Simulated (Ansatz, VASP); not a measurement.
Hg in VASP and in Ansatz

Contents of INCAR:

```
SYSTEM = Hg
ALGO = Normal
EDIFF = 1E-6
ENCUT = 520
GGA = PS
ISIF = 2
ISMEAR = -1
LASPH = .TRUE.
LCHARG = .TRUE.
LELF = .TRUE.
LREAL = .FALSE.
LVHAR = .TRUE.
LWAVE = .FALSE.
NBANDS = 25
NELM = 80
PREC = Accurate
SIGMA = 0.05
```

Contents of KPOINTS:

```
k-points
0
G
  8 8 9
  0 0 0
```

POSCAR

```
Hg
1.0
    4.5400020208      0.0000000000      0.0000000000
   -2.2700010104      3.9317570832      0.0000000000
    0.0000000000      0.0000000000      3.7926000000
Hg
3
Direct
    0.3333333333      0.6666666667      0.5000000000
    0.0000000000      0.0000000000      0.0000000000
    0.6666666667      0.3333333333      0.5000000000
```

Input for Ansatz:

```yaml
crystal:
  lattice:
    - [4.5400020208, 0.0, 0.0]
    - [-2.2700010104, 3.9317570832, 0.0]
    - [0.0, 0.0, 3.7926]
  atoms:
    - { symbol: Hg, position: [0.3333333333, 0.6666666667, 0.5] }
    - { symbol: Hg, position: [0.0, 0.0, 0.0] }
    - { symbol: Hg, position: [0.6666666667, 0.3333333333, 0.5] }
kpoints:
  mp_grid: { grid: [8, 8, 9] }
  band_path:
    path:
      - [0.0, 0.0, 0.0]
      - [0.5, 0.0, 0.0]
      - [0.3333333333, 0.3333333333, 0.0]
      - [0.0, 0.0, 0.0]
      - [0.0, 0.0, 0.5]
      - [0.5, 0.0, 0.5]
      - [0.3333333333, 0.3333333333, 0.5]
      - [0.0, 0.0, 0.5]
      - [0.5, 0.0, 0.5]
    npoints: 5
scf:
  occupations: { method: fermi_dirac, width: 0.05 }
hamiltonian:
  xc: pbesol
  pseudopotentials: { kind: all_electron, lapw: { basis_error: 0.0005 } }
output:
  forces: true
  stress: true
  eigenvalues: true
```

Change from the starting cell: zz strain of -2 %.

Alike in both runs: task single point; functional PBEsol; k mesh 8 × 8 × 9; occupations fermi-dirac, width 0.05 eV; no spin polarisation.

```csv
,VASP,Ansatz
version,VASP 6.6.1,Ansatz 0.2.0
potentials or method,"VASP PAW PBE potentials, release 64 (Hg), cutoff 520 eV","all-electron LAPW, scalar-relativistic"
```

```tsv
	VASP	Ansatz	Ansatz less VASP
pressure (GPa)	9.5	8.7	-0.88
traceless stress, the component that is largest in VASP (GPa)	-8.85	-8.25	+0.594
```

VASP's potentials were made for PBE, not for PBEsol. Ansatz ran all-electron here, and VASP with PAW potentials.

Neither program's run includes spin-orbit coupling.
